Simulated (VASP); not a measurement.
# CdS (Hawleyite): single point with PBE

Crystal: CdS (Hawleyite).

```xyz
2
Lattice="0.0000 2.7501 2.7501 2.7501 0.0000 2.7501 2.7501 2.7501 0.0000" Properties=species:S:1:pos:R:3 pbc="T T T"
Cd    0.0000    0.0000    0.0000
S     1.3750    1.3750    1.3750
```

```json
{
 "Program": "VASP 6.6.1",
 "Task": "single point",
 "Functional": "PBE",
 "Potentials or basis": "VASP PAW PBE potentials, release 64 (Cd, S)",
 "Cutoff": "520 eV",
 "k mesh": "6 × 6 × 6",
 "Occupations": "gaussian, width 0.01 eV",
 "Spin": "no spin polarisation"
}
```

| Item | Value |
| --- | --- |
| Pressure | 20.8 GPa |
| Band gap on the k mesh | 1.51 eV, direct |

Levels at points of the mesh, in eV from the valence-band top:
```
           k point  band 6  band 7  band 8  band 9  band 10  band 11  band 12  band 13
(0.00, 0.00, 0.00)   -7.83    0.00    0.00    0.00     1.51     6.41     6.41     6.41
(0.50, 0.00, 0.00)   -7.27   -5.63   -1.05   -1.05     3.21     6.93     6.93     7.94
(0.50, 0.50, 0.00)   -7.20   -4.80   -2.59   -2.59     3.19     4.42    10.08    11.83
```

It took 21 s on 1 thread of AMD EPYC 7R13 Processor (Zen 3) (shared host), peak memory 0.13 GiB.

As with any semilocal functional, this PBE gap is likely too small.
